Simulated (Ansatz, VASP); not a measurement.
# C: VASP beside Ansatz

The input INCAR:

```
PREC = Accurate
ENCUT = 520
EDIFF = 1E-6
ISMEAR = -1
SIGMA = 0.03
LREAL = False
LASPH = True
NELM = 100
ALGO = Normal
ISIF = 2
LWAVE = False
LCHARG = False
GGA = PE
NBANDS = 11
```

File KPOINTS:

```
regular mesh
0
Gamma
  17 17 17
```

Contents of POSCAR:

```
C
1.0
    1.2381757848      0.7148611226      3.3746733405
   -1.2381757848      0.7148611226      3.3746733405
    0.0000000000     -1.4297222453      3.3746733405
C
2
Direct
    0.1640000000      0.1640000000      0.1640000000
    0.8360000000      0.8360000000      0.8360000000
```

Input for Ansatz:

```yaml
crystal:
  lattice:
    - [1.2381757848, 0.7148611226, 3.3746733405]
    - [-1.2381757848, 0.7148611226, 3.3746733405]
    - [0.0, -1.4297222453, 3.3746733405]
  atoms:
    - { symbol: C, position: [0.164, 0.164, 0.164] }
    - { symbol: C, position: [0.836, 0.836, 0.836] }
kpoints:
  mp_grid: { grid: [17, 17, 17] }
scf:
  occupations: { method: fermi_dirac, width: 0.03 }
hamiltonian:
  xc: pbe
  pseudopotentials: { kind: all_electron, lapw: { basis_error: 0.0005 } }
output:
  forces: true
  stress: true
  eigenvalues: true
```

Change from the starting cell: volume scaled by 1.025.

Alike in both runs: task single point; functional PBE; k mesh 17 × 17 × 17; occupations fermi-dirac, width 0.03 eV; no spin polarisation.

|  | VASP | Ansatz |
| --- | --- | --- |
| version | VASP 6.6.1 | Ansatz 0.2.0 |
| potentials or method | VASP PAW PBE potentials, release 64 (C), cutoff 520 eV | all-electron LAPW, scalar-relativistic |

Ansatz gave:

| Property | Result |
| --- | --- |
| pressure (GPa) | -2.6 |
| traceless stress, the component that is largest in VASP (GPa) | 5.38 |
| rms of the force components (eV/Å) | 0.510 |

Problem. What did VASP give for the same quantities?

Solution. Pressure (GPa): -2.1; traceless stress, the component that is largest in VASP (GPa): 4.80; rms of the force components (eV/Å): 0.508.

Atom by atom the forces differ by 0.003 eV/Å (rms over components). Ansatz ran all-electron here, and VASP with PAW potentials.
